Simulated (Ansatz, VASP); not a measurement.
## Two plane-wave programs on C

POSCAR

```
C
1.0
    0.0000000000      1.7833700000      1.7833700000
    1.7833700000      0.0000000000      1.7833700000
    1.7833700000      1.7833700000      0.0000000000
C
2
Direct
    0.7500000000      0.7500000000      0.7500000000
    0.5000000000      0.5000000000      0.5000000000
```

The input INCAR.step1:

```
  PREC = Accurate
  ENCUT = 1430
  ISMEAR = -1
  SIGMA = 0.05
  LREAL = F
  LASPH = T
  NELM = 120
  NBANDS = 11
  GGA = PE
  ALGO = Normal
  EDIFF = 1E-5
  LWAVE = T
  LCHARG = F
  GGA_COMPAT = F
```

The input INCAR.step2:

```
  PREC = Accurate
  ENCUT = 1430
  EDIFF = 1E-6
  ISMEAR = -1
  SIGMA = 0.05
  LREAL = F
  LASPH = T
  NELM = 120
  ALGO = Normal
  ISIF = 2
  LWAVE = F
  LCHARG = F
  METAGGA = R2SCAN
  LMIXTAU = T
  NBANDS = 11
  ISTART = 1
  GGA_COMPAT = F
```

Contents of KPOINTS:

```
Automatic mesh
0
Gamma
  7 7 7
```

input.yaml

```yaml
crystal:
  lattice:
    - [0.0, 1.78337, 1.78337]
    - [1.78337, 0.0, 1.78337]
    - [1.78337, 1.78337, 0.0]
  atoms:
    - { symbol: C, position: [0.75, 0.75, 0.75] }
    - { symbol: C, position: [0.5, 0.5, 0.5] }
hamiltonian:
  xc: r2scan
  pseudopotentials: { kind: paw }
kpoints:
  mp_grid: { grid: [7, 7, 7] }
scf:
  occupations: { method: fermi_dirac, width: 0.05 }
output:
  forces: true
  stress: true
  eigenvalues: true
  write_density: true
  write_potential: true
  elf: true
  volumetric_format: npy
```

Alike in both runs: task single point; functional r2SCAN; k mesh 7 × 7 × 7; occupations fermi-dirac, width 0.05 eV; no spin polarisation.

```csv
,VASP,Ansatz
version,VASP 6.6.1,Ansatz 0.2.0
potentials or method,"VASP PAW PBE potentials, release 64 (C_h)",Ansatz PAW
plane-wave cutoff (eV),1430,500
valence electrons in the cell,8,8
```

```tsv
	VASP	Ansatz	Ansatz less VASP
gap on the k mesh at the Fermi level (eV)	4.50	4.49	-0.002
least direct gap on the mesh (eV)	5.88	5.88	+0.001
pressure (GPa)	-3.0	-2.4	+0.63
```

VASP's potentials were made for PBE, not for r2SCAN.

The k mesh is coarse, so the values compare programs but aren't converged. Noted on Ansatz's run: odd divisions of the mesh miss points on the zone boundary, where band edges often lie, so the gap on the mesh can be too wide.
